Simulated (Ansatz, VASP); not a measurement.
Cu: VASP beside Ansatz

POSCAR

```
Cu
1.0
    2.5340966698      0.0000000000      0.0000000000
   -1.2670483349      2.1945920917      0.0000000000
    0.0000000000      0.0000000000      4.1125710000
Cu
2
Direct
    0.3333333333      0.6666666667      0.2500000000
    0.6666666667      0.3333333333      0.7500000000
```

Contents of INCAR.step1:

```
PREC     = Accurate       # precision mode
ENCUT    = 520            # plane-wave cutoff, eV
ISMEAR   = 0              # smearing method
SIGMA    = 0.15           # smearing width, eV
LREAL    = False          # projectors in reciprocal space
LASPH    = True           # aspherical terms in the spheres
NELM     = 60             # most SCF steps
NBANDS   = 18             # bands
GGA      = PE             # functional
ALGO     = Normal         # electronic algorithm
EDIFF    = 1E-4           # SCF threshold, eV
LWAVE    = True           # write WAVECAR
LCHARG   = False          # write CHGCAR
```

INCAR.step2

```
PREC     = Accurate       # precision mode
ENCUT    = 520            # plane-wave cutoff, eV
EDIFF    = 1E-6           # SCF threshold, eV
ISMEAR   = 0              # smearing method
SIGMA    = 0.15           # smearing width, eV
LREAL    = False          # projectors in reciprocal space
LASPH    = True           # aspherical terms in the spheres
NELM     = 60             # most SCF steps
ALGO     = Normal         # electronic algorithm
ISIF     = 2              # what is computed and relaxed
LWAVE    = False          # write WAVECAR
LCHARG   = True           # write CHGCAR
METAGGA  = R2SCAN         # meta-GGA
LMIXTAU  = True         
LELF     = True           # ELF
LVHAR    = True         
NBANDS   = 18             # bands
ISTART   = 1
```

KPOINTS

```
regular mesh
0
Gamma
  24 24 12
```

Input for Ansatz:

```yaml
crystal:
  lattice:
    - [2.5340966698, 0.0, 0.0]
    - [-1.2670483349, 2.1945920917, 0.0]
    - [0.0, 0.0, 4.112571]
  atoms:
    - { symbol: Cu, position: [0.3333333333, 0.6666666667, 0.25] }
    - { symbol: Cu, position: [0.6666666667, 0.3333333333, 0.75] }
basis:
  ecutwfc: 500
kpoints:
  mp_grid: { grid: [24, 24, 12] }
hamiltonian:
  xc: r2scan
scf:
  occupations: { method: gaussian, width: 0.15 }
output:
  forces: true
  stress: true
  eigenvalues: true
```

Alike in both runs: task single point; functional r2SCAN; k mesh 24 × 24 × 12; occupations gaussian, width 0.15 eV; no spin polarisation.

|  | VASP | Ansatz |
| --- | --- | --- |
| version | VASP 6.6.1 | Ansatz 0.2.0 |
| potentials or method | VASP PAW PBE potentials, release 64 (Cu), cutoff 520 eV | scalar-relativistic, plane waves, PAW |
| valence electrons in the cell | 22 | 38 |

|  | VASP | Ansatz | Ansatz less VASP |
| --- | --- | --- | --- |
| gap on the k mesh at the Fermi level (eV) | none | none | - |
| pressure (GPa) | 1.0 | 0.2 | -0.77 |
| traceless stress, the component that is largest in VASP (GPa) | 1.29 | 1.29 | 0.000 |

VASP's potentials were made for PBE, not for r2SCAN. A gap of «none» marks a metal or a gap that the smearing closes. VASP's potentials hold 22 valence electrons a cell and Ansatz's 38, so a difference there can come from the potentials and not from the codes.
